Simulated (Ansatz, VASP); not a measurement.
Two plane-wave programs on SnO

File INCAR:

```
SYSTEM = SnO
  PREC = Accurate
  ENCUT = 520
  EDIFF = 1E-6
  ISMEAR = 0
  SIGMA = 0.05
  LREAL = .False.
  LASPH = .True.
  NELM = 80
  ALGO = Normal
  ISIF = 2
  LWAVE = .False.
  LCHARG = .False.
  LDIPOL = .True.
  IDIPOL = 3
  DIPOL = 0.5 0.5 0.404
  GGA = PE
  IVDW = 12
  NBANDS = 50
```

File KPOINTS:

```
regular mesh
0
Gamma
  7 7 1
  0 0 0
```

File POSCAR:

```
SnO
1.0
    3.8205591572     -0.0000144285      0.0000000000
    0.0000145032      3.8205591572      0.0000000000
    0.0000000000      0.0000000000     22.2281056610
Sn O
4 4
Direct
    0.7499972356      0.2500027644      0.2024464014
    0.2499972356      0.7500027644      0.3088006209
    0.4999972356      1.0000027644      0.5000000000
    0.9999972356      0.5000027644      0.6063542196
    0.2499972356      0.2500027644      0.2556235111
    0.7499972356      0.7500027644      0.2556235111
    0.9999972356      1.0000027644      0.5531771098
    0.4999972356      0.5000027644      0.5531771098
```

Input for Ansatz:

```yaml
crystal:
  lattice:
    - [3.8205591572, -1.44285e-05, 0.0]
    - [1.45032e-05, 3.8205591572, 0.0]
    - [0.0, 0.0, 22.228105661]
  atoms:
    - { symbol: Sn, position: [0.7499972356, 0.2500027644, 0.2024464014] }
    - { symbol: O, position: [0.2499972356, 0.2500027644, 0.2556235111] }
    - { symbol: O, position: [0.7499972356, 0.7500027644, 0.2556235111] }
    - { symbol: Sn, position: [0.2499972356, 0.7500027644, 0.3088006209] }
    - { symbol: Sn, position: [0.4999972356, 1.0000027644, 0.5] }
    - { symbol: O, position: [0.9999972356, 1.0000027644, 0.5531771098] }
    - { symbol: O, position: [0.4999972356, 0.5000027644, 0.5531771098] }
    - { symbol: Sn, position: [0.9999972356, 0.5000027644, 0.6063542196] }
basis:
  ecutwfc: 420
kpoints:
  mp_grid: { grid: [7, 7, 1] }
hamiltonian:
  xc: pbe
  dispersion: d3bj
scf:
  occupations: { method: gaussian, width: 0.05 }
output:
  forces: true
  eigenvalues: true
efield:
  axis: 3
  dipole_correction: true
  ramp_width: 0.04
```

Alike in both runs: task single point; functional PBE; dispersion D3(BJ); k mesh 7 × 7 × 1; occupations gaussian, width 0.05 eV; no spin polarisation.

```csv
,VASP,Ansatz
version,VASP 6.6.1,Ansatz 0.2.0
potentials or method,"VASP PAW PBE potentials, release 64 (Sn_d, O), cutoff 520 eV","scalar-relativistic, plane waves, PAW"
valence electrons in the cell,80,80
```

```csv
,VASP,Ansatz,Ansatz less VASP
gap on the k mesh at the Fermi level (eV),2.55,2.59,+0.041
least direct gap on the mesh (eV),2.58,2.62,+0.039
rms of the force components (eV/Å),0.041,0.015,-0.0263
```
